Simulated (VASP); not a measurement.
# S (Im-3m) in VASP: further runs, part 2 of 2

VASP 6.6.1. The steps go on from the part before.

## (3) Single point, PBE

This run uses another cell than the first one, of 14.30 Å³/atom.

Input file INCAR:

```
ALGO = Normal
EDIFF = 1E-6
ENCUT = 500
GGA = PE
GGA_COMPAT = F
ISIF = 2
ISMEAR = 0
LASPH = T
LCHARG = F
LREAL = F
LWAVE = F
NBANDS = 9
NELM = 120
PREC = Accurate
SIGMA = 0.1
```

Input file KPOINTS:

```
k-points
0
Gamma
  18 18 18
```

Input file POSCAR:

```
S
1.0
   -1.5290263497      1.5290263497      1.5290263497
    1.5290263497     -1.5290263497      1.5290263497
    1.5290263497      1.5290263497     -1.5290263497
S
1
Direct
    0.0000000000      0.0000000000      0.0000000000
```

Potentials or basis: VASP PAW PBE potentials, release 64 (S).

Launch:

```console
cat potpaw_PBE.64/S/POTCAR > POTCAR
mpirun -np 1 vasp_std > vasp.out
```

OUTCAR:

```text
EDIFF = 1E-6
   ENCUT = 500
   GGA = PE
   ISIF = 2
   ISMEAR = 0
   LASPH = T
   LREAL = F
   NELM = 120
   PREC = Accurate

 ion  position               nearest neighbor table
   1  0.000  0.000  0.000-

  LATTYP: Found a body centered cubic cell.
 ALAT       =     3.0580526994

  Lattice vectors:

 A1 = (  -1.5290263497,   1.5290263497,   1.5290263497)
 A2 = (   1.5290263497,  -1.5290263497,   1.5290263497)
 A3 = (   1.5290263497,   1.5290263497,  -1.5290263497)

Analysis of symmetry for initial positions (statically):
=====================================================================
 Subroutine PRICEL returns:
 Original cell was already a primitive cell.

 Routine SETGRP: Setting up the symmetry group for a
 body centered cubic supercell.

 Subroutine GETGRP returns: Found 48 space group operations
 (whereof 48 operations were pure point group operations)
 out of a pool of 48 trial point group operations.

The static configuration has the point symmetry O_h .

Analysis of symmetry for dynamics (positions and initial velocities):
=====================================================================
[... 155 lines left out ...]

 E-fermi :   9.1408     XC(G=0): -11.6554

 val. band max:        9.1220662164   @ k =  -0.3889  -0.4444   0.2222
 cond. band min:       9.1447089463   @ k =   0.3333   0.2222   0.0556
 fundamental gap:      0.0226427300
 Fermi energy:         9.1407546447

 k-point     1 :       0.0000    0.0000    0.0000
  band No.  band energies     occupation
      1      -8.7851      2.00000
      2      12.8005      0.00000
      3      12.8005      0.00000
      4      12.8005      0.00000
      5      21.4724      0.00000
      6      21.4724      0.00000
      7      21.4724      0.00000
      8      25.3899      0.00000
      9      25.4522      0.00000
[... 265 lines left out ...]
 k-point    24 :       0.3889    0.1111   -0.0000
  band No.  band energies     occupation
      1      -3.8485      2.00000
      2       1.6162      2.00000
      3       8.1005      2.00000
      4      10.9806      0.00000
      5      17.5337      0.00000
      6      19.0784      0.00000
      7      26.0326      0.00000
      8      27.7527      0.00000
      9      31.9611      0.00000

 [... further k-points ...]
[... 5 lines left out ...]
  --------------------------------------------------------------------------------------
  -------------------------------------------------------------------------------------
  Total        0.8717947      0.8717947      0.8717947     -0.0000000     -0.0000000     -0.0000000
  in kB       97.6832117     97.6832117     97.6832117     -0.0000000     -0.0000000     -0.0000000
  external PRESSURE =      97.6832117 kB  Pullay stress =       0.0000000 kB

 VOLUME and BASIS-vectors are now :
 -----------------------------------------------------------------------------
  energy-cutoff  :      500.00
  volume of cell :       14.30
      direct lattice vectors                 reciprocal lattice vectors
    -1.529026350  1.529026350  1.529026350     0.000000000  0.327005483  0.327005483
     1.529026350 -1.529026350  1.529026350     0.327005483  0.000000000  0.327005483
     1.529026350  1.529026350 -1.529026350     0.327005483  0.327005483  0.000000000

 POSITION                                       TOTAL-FORCE (eV/Angst)
 -----------------------------------------------------------------------------------
      0.00000      0.00000      0.00000        -0.000000      0.000000      0.000000
 -----------------------------------------------------------------------------------
    total drift:                                0.000000      0.000000      0.000000

  FREE ENERGIE OF THE ION-ELECTRON SYSTEM (eV)
  ---------------------------------------------------
  free  energy   TOTEN  =        -2.9672522438 eV

  energy  without entropy=       -2.9644826908  energy(sigma->0) =       -2.96586747
```

OSZICAR:

```text
N       E                     dE             d eps       ncg     rms          rms(c)
DAV:   1     0.750355897557E+01    0.75036E+01   -0.29342E+03  3614   0.545E+02
DAV:   2    -0.274614880442E+01   -0.10250E+02   -0.97819E+01  5202   0.778E+01
DAV:   3    -0.296380626161E+01   -0.21766E+00   -0.21664E+00  4024   0.923E+00
DAV:   4    -0.296439935680E+01   -0.59310E-03   -0.59303E-03  4580   0.559E-01
DAV:   5    -0.296440015248E+01   -0.79568E-06   -0.79543E-06  4147   0.174E-02    0.976E+00
DAV:   6    -0.296581756765E+01   -0.14174E-02   -0.15847E-03  3844   0.248E-01    0.585E+00
DAV:   7    -0.296725871251E+01   -0.14411E-02   -0.28427E-03  3756   0.341E-01    0.894E-02
DAV:   8    -0.296724994361E+01    0.87689E-05   -0.11131E-04  3734   0.630E-02    0.153E-02
DAV:   9    -0.296725226868E+01   -0.23251E-05   -0.28197E-06  4165   0.119E-02    0.561E-03
DAV:  10    -0.296725224378E+01    0.24900E-07   -0.53415E-07  2004   0.512E-03
   1 F= -.29672522E+01 E0= -.29658675E+01  d E =-.276955E-02
```

stdout:

```text
POSCAR found type information on POSCAR S
 POSCAR found :  1 types and       1 ions
 scaLAPACK will be used
 LDA part: xc-table for (Slater+PW92), standard interpolation
 POSCAR, INCAR and KPOINTS ok, starting setup
 FFT: planning ... GRIDC
 FFT: planning ... GRID_SOFT
 FFT: planning ... GRID
 WAVECAR not read
 entering main loop
```

It took 9.9 s on 1 thread of Intel Xeon Platinum 8488C (Sapphire Rapids), shared host; peak memory 0.13 GiB.

What came out:

* Free energy: -2.9673 eV
* Pressure: 9.8 GPa
* Band gap on the k mesh: zero (bands 3 and 4 overlap by 7.72 eV)

Levels at points of the mesh, in eV from the Fermi level:
```
           k point  band 1  band 2  band 3  band 4  band 5  band 6
(0.00, 0.00, 0.00)  -17.93    3.66    3.66    3.66   12.33   12.33
(0.50, 0.00, 0.00)  -12.79   -8.30    0.10    2.62    7.66    8.05
(0.50, 0.50, 0.50)   -8.94   -3.94   -3.94   -3.94    3.43    3.43
```

Caveat: the cell stands under pressure.

## (4) Single point, PBE

This run uses another cell than the first one, of 14.94 Å³/atom.

Input file INCAR:

```
SYSTEM = S
ALGO     = Normal         ! electronic algorithm
EDIFF    = 1E-6           ! SCF threshold, eV
ENCUT    = 500            ! plane-wave cutoff, eV
GGA      = PE             ! functional
GGA_COMPAT= .False.      
ISIF     = 2              ! what is computed and relaxed
ISMEAR   = 0              ! smearing method
LASPH    = .True.         ! aspherical terms in the spheres
LCHARG   = .True.         ! write CHGCAR
LELF     = .True.         ! ELF
LREAL    = .False.        ! projectors in reciprocal space
LVHAR    = .True.       
LWAVE    = .False.        ! write WAVECAR
NBANDS   = 9              ! bands
NELM     = 120            ! most SCF steps
PREC     = Accurate       ! precision mode
SIGMA    = 0.1            ! smearing width, eV
```

Input file KPOINTS:

```
k-points
0
Gamma
  18 18 18
  0 0 0
```

Input file POSCAR:

```
S
1.0
   -1.5516572347      1.5516572347      1.5516572347
    1.5516572347     -1.5516572347      1.5516572347
    1.5516572347      1.5516572347     -1.5516572347
S
1
Direct
    0.0000000000      0.0000000000      0.0000000000
```

Launch:

```console
cat potpaw_PBE.64/S/POTCAR > POTCAR
mpirun -np 1 vasp_std > vasp.out
```

Run time: 9.9 s. Hardware: 1 thread of Intel Xeon Platinum 8488C (Sapphire Rapids), shared host; peak memory 0.13 GiB.

Results (log left out):

| Item | Value |
| --- | --- |
| Free energy | -2.9966 eV |
| Pressure | 4.8 GPa |
| Band gap on the k mesh | zero (bands 3 and 4 overlap by 7.20 eV) |

Levels at points of the mesh, in eV from the Fermi level:
```csv
k point,band 1,band 2,band 3,band 4,band 5,band 6,band 7
"(0.00, 0.00, 0.00)",-17.43,3.40,3.40,3.40,12.31,12.31,12.31
"(0.50, 0.00, 0.00)",-12.63,-7.88,0.06,2.47,7.64,8.18,18.49
"(0.50, 0.50, 0.50)",-9.11,-3.75,-3.75,-3.75,3.71,3.71,22.64
```

Caveat: the cell stands under pressure.

## (5) Single point, PBE

This run uses another cell than the first one, of 15.75 Å³/atom.

Input file INCAR:

```
PREC     = Accurate       # precision mode
ENCUT    = 500            # plane-wave cutoff, eV
EDIFF    = 1E-6           # SCF threshold, eV
ISMEAR   = 0              # smearing method
SIGMA    = 0.1            # smearing width, eV
LREAL    = F              # projectors in reciprocal space
LASPH    = T              # aspherical terms in the spheres
NELM     = 120            # most SCF steps
ALGO     = Normal         # electronic algorithm
ISIF     = 2              # what is computed and relaxed
LWAVE    = F              # write WAVECAR
LCHARG   = T              # write CHGCAR
GGA      = PE             # functional
LELF     = T              # ELF
LVHAR    = T            
NBANDS   = 9              # bands
GGA_COMPAT= F
```

Input file KPOINTS:

```
Automatic mesh
0
Gamma
  18 18 18
```

Input file POSCAR:

```
S
1.0
   -1.5792499435      1.5792499435      1.5792499435
    1.5792499435     -1.5792499435      1.5792499435
    1.5792499435      1.5792499435     -1.5792499435
S
1
Direct
    0.0000000000      0.0000000000      0.0000000000
```

Launch:

```console
cat potpaw_PBE.64/S/POTCAR > POTCAR
mpirun -np 1 vasp_std > vasp.out
```

Wall time 10 s (1 thread of Intel Xeon Platinum 8488C (Sapphire Rapids), shared host); peak memory 0.13 GiB.

It converged, with:

```
Free energy            : -3.0082 eV
Pressure               : -0.1 GPa
Band gap on the k mesh : zero (bands 3 and 4 overlap by 6.64 eV)
```

Levels at points of the mesh, in eV from the Fermi level:
| k point | band 1 | band 2 | band 3 | band 4 | band 5 | band 6 | band 7 |
| --- | --- | --- | --- | --- | --- | --- | --- |
| (0.00, 0.00, 0.00) | -16.88 | 3.10 | 3.10 | 3.10 | 12.27 | 12.27 | 12.27 |
| (0.50, 0.00, 0.00) | -12.46 | -7.40 | 0.01 | 2.27 | 7.61 | 8.32 | 18.12 |
| (0.50, 0.50, 0.50) | -9.30 | -3.54 | -3.54 | -3.54 | 4.03 | 4.03 | 22.14 |

## (6) Relaxation of cell and atoms, PBE

This run uses another cell than the first one, of 18.46 Å³/atom.

Input file INCAR:

```
SYSTEM = S
PREC     = Accurate       ! precision mode
ENCUT    = 500            ! plane-wave cutoff, eV
EDIFF    = 1E-7           ! SCF threshold, eV
ISMEAR   = 0              ! smearing method
SIGMA    = 0.1            ! smearing width, eV
LREAL    = .FALSE.        ! projectors in reciprocal space
LASPH    = .TRUE.         ! aspherical terms in the spheres
NELM     = 120            ! most SCF steps
ALGO     = Normal         ! electronic algorithm
ISIF     = 3              ! what is computed and relaxed
LWAVE    = .FALSE.        ! write WAVECAR
LCHARG   = .FALSE.        ! write CHGCAR
GGA      = PE             ! functional
IBRION   = 2              ! ionic algorithm
NSW      = 80             ! ionic steps
EDIFFG   = -0.03          ! ionic threshold
GGA_COMPAT= .FALSE.      
NELMIN   = 4
```

Input file KPOINTS:

```
Automatic mesh
0
G
  18 18 18
  0 0 0
```

Input file POSCAR:

```
S
1.0
   -1.6650000000      1.6650000000      1.6650000000
    1.6650000000     -1.6650000000      1.6650000000
    1.6650000000      1.6650000000     -1.6650000000
S
1
Direct
    0.0000000000      0.0000000000      0.0000000000
```

Potentials or basis: VASP PAW PBE potentials, release 64 (S).

Launch:

```console
cat potpaw_PBE.64/S/POTCAR > POTCAR
mpirun -np 1 vasp_std > vasp.out
```

Run time: 16 s. Hardware: 1 thread of Intel Xeon Platinum 8488C (Sapphire Rapids), shared host; peak memory 0.14 GiB.

Results (log left out):

```yaml
Free_energy: -3.0092 eV
Relaxed_volume: 15.69 Å³/atom
Relaxed_cell: a = 2.731 Å, b = 2.731 Å, c = 2.731 Å, α = 109.47°, β = 109.47°, γ = 109.47°
Space_group_after_relaxing_to_0.1_Å: Im-3m (No. 229)
Energy_gained_by_relaxing: 94.4 meV/atom
Ionic_steps: 2
Pressure_after_relaxing: 0.3 GPa
Band_gap_on_the_k_mesh: zero (bands 3 and 4 overlap by 6.68 eV)
```

Step by step:
```tsv
step	energy change (eV)	largest force (eV/Å)	pressure (GPa)	volume (Å³)
1	0.0000	0.0000	-9.51	18.46
2	-0.0944	0.0000	0.25	15.69
```

Final structure:
```
S
1.0
    -1.57695    1.57695    1.57695
     1.57695   -1.57695    1.57695
     1.57695    1.57695   -1.57695
S
1
Direct
  0.00000 0.00000 0.00000
```

Levels at points of the mesh, in eV from the Fermi level:
```tsv
k point	band 1	band 2	band 3	band 4	band 5	band 6
(0.00, 0.00, 0.00)	-16.93	3.13	3.13	3.13	12.28	12.28
(0.50, 0.00, 0.00)	-12.48	-7.44	0.02	2.29	7.61	8.31
(0.50, 0.50, 0.50)	-9.29	-3.56	-3.56	-3.56	4.01	4.01
```

Caveat: the volume moved by over 15 % at a fixed basis, so the end points are rough.

## (7) Summary

```csv
task,cell,gap on the mesh (eV),pressure (GPa)
single point,"a = 2.587 Å, angles 109.5°, 1 atom",none,19.7
single point,"a = 2.648 Å, angles 109.5°, 1 atom",none,9.8
single point,"a = 2.688 Å, angles 109.5°, 1 atom",none,4.8
single point,"a = 2.735 Å, angles 109.5°, 1 atom",none,-0.1
relaxation of cell and atoms,"relaxed from a = 2.884 Å, angles 109.5°, 1 atom",none,0.3
```

Alike in all rows: level PBE; potentials or basis VASP PAW PBE potentials, release 64 (S); no spin polarisation; k mesh 18 × 18 × 18; cutoff (eV) 500; smearing gaussian 0.1 eV.

Caveats: the cell stands under pressure (at least some runs); the volume moved by over 15 % at a fixed basis, so the end points are rough (at least some runs).

Absolute energies hang on the potentials; compare differences alone.

The gap in the log of VASP goes by the Fermi energy; the results here count the filled bands.